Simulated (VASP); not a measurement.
Input of a VASP 6.6.1 run:

File INCAR:

```
ALGO = Normal ; EDIFF = 1E-8
ENCUT = 520 ; GGA = PS
ISIF = 2 ; ISMEAR = -1
LASPH = True ; LCHARG = False
LEFG = True ; LREAL = False
LWAVE = False ; NBANDS = 15
NELM = 100 ; PREC = Accurate
SIGMA = 0.05
```

The input KPOINTS:

```
k-points
0
Gamma
  13 13 11
```

POSCAR

```
HfB2
1.0
    3.1400001005     -0.0157000005     -0.0157000005
   -1.5835966496      2.7271698552     -0.0057465990
   -0.0174000000     -0.0174000000      3.4800000000
Hf B
1 2
Direct
    0.0000000000      0.0000000000      0.0000000000
    0.3333333333      0.6666666667      0.5000000000
    0.6666666667      0.3333333333      0.5000000000
```

Potentials or basis: VASP PAW PBE potentials, release 64 (Hf_pv, B).

The run is started by

```console
$ cat potpaw_PBE.64/Hf_pv/POTCAR potpaw_PBE.64/B/POTCAR > POTCAR
$ mpirun -np 1 vasp_std > vasp.out
```

**Question.** Predict the pressure.

**Answer.** -4.4 GPa.

**Question.** What does it give for the band gap on the k mesh?

**Answer.** Zero (bands 8 and 9 overlap by 1.03 eV).

Stress tensor (GPa, compression positive):
```
-4.02  2.76  2.68
 2.76 -4.02  2.68
 2.68  2.68 -5.14
```

Caveat: the cell differs from its parent crystal (equal xy, yz and zx shear strains of -1 %); the cell stands under tension; without QUAD_EFG the Cq values of the log hold for a quadrupole moment of 1 mb, not for the nuclei; the PAW data sets were made with another functional, which shifts forces and pressure a little; spin-orbit coupling is left out, which moves the levels of the heavy elements.
